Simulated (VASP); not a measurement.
Runs of VASP 6.6.1 on B. The structure is that of space group C2/c (No. 15), or close to it. The cells are those of the table. 

| task | cell | k mesh | cutoff (eV) | smearing | gap on the mesh (eV) | pressure (GPa) | largest force (eV/Å) |
| --- | --- | --- | --- | --- | --- | --- | --- |
| single point | a = 4.119, b = 4.119, c = 3.246 Å, angles 103.7, 103.7, 79.7°, 8 atoms | 4 × 4 × 6 | 520 | gaussian 0.1 eV | none | 0.1 | (a) |
| single point | a = 4.119, b = 4.602, c = 4.118 Å, angles 136.7, 100.3, 90.4°, 8 atoms | 6 × 6 × 6 | 520 | gaussian 0.2 eV | none | 0.0 | 0.01 |
| relaxation of cell and atoms | relaxed from a = 4.119, b = 4.119, c = 3.246 Å, angles 103.7, 103.7, 79.7°, 8 atoms | 10 × 10 × 12 | 600 | gaussian 0.1 eV | none | 0.0 | - |
| single point | a = 4.113, b = 4.113, c = 3.252 Å, angles 103.8, 103.8, 79.9°, 8 atoms | 10 × 10 × 12 | 520 | gaussian 0.1 eV | none | 0.0 | 0.01 |

Alike in all rows: level PBE; potentials or basis VASP PAW PBE potentials, release 64 (B); no spin polarisation.

Q: Fill in the values left out.

A: (a) 0.08.

Caveats: some runs use coarse meshes.

A gap of «none» marks levels without a gap at the run's occupations.
